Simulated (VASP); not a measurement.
# Ti: single point with r2SCAN

The system is Ti.

```
Ti
1.0
     0.00000    1.99955    1.96910
     1.99955    0.00000    1.96910
     1.99955    1.99955    0.00000
Ti
1
Direct
  0.00000 0.00000 0.00000
```

This cell differs from its parent crystal: strain -0.015 along x and y, -0.030 along z.

| Quantity | Value |
| --- | --- |
| Program | VASP 6.6.1 |
| Task | single point |
| Functional | r2SCAN |
| Potentials or basis | VASP PAW PBE potentials, release 64 (Ti_sv) |
| Cutoff | 520 eV |
| k mesh | 20 × 20 × 20 |
| Occupations | gaussian, width 0.15 eV |
| Spin | no spin polarisation |
| Dipole correction | no |
| Further INCAR settings | ALGO = Normal; EDIFF = 1e-06; NBANDS = 12 |

```json
{
  "Pressure": "13.2 GPa",
  "Band gap on the k mesh": "zero (band 6 reaches 10.38 eV, above the bottom of band 7 at 8.85 eV)"
}
```

Stress tensor (GPa, compression positive):
```
13.06  0.00  0.00
 0.00 13.06  0.00
 0.00  0.00 13.59
```

Levels at points of the mesh, in eV from the Fermi level:
| k point | band 4 | band 5 | band 6 | band 7 | band 8 | band 9 |
| --- | --- | --- | --- | --- | --- | --- |
| (0.00, 0.00, 0.00) | -33.54 | -6.68 | 1.02 | 1.02 | 1.15 | 3.02 |
| (0.50, 0.00, 0.00) | -33.65 | -2.95 | 0.73 | 0.88 | 1.04 | 4.26 |
| (0.50, 0.50, 0.00) | -33.88 | -3.05 | -2.12 | 3.55 | 4.34 | 4.58 |
| (0.50, 0.00, 0.50) | -33.85 | -3.04 | -2.06 | 3.21 | 4.35 | 4.52 |

Wall time 3.5 min on 1 thread of Intel(R) Xeon(R) Platinum 8488C (Sapphire Rapids) (shared host), peak memory 0.24 GiB.

Caveat: the cell differs from its parent crystal (strain -0.015 along x and y, -0.030 along z); the PAW data sets were made with another functional, which shifts forces and pressure a little.
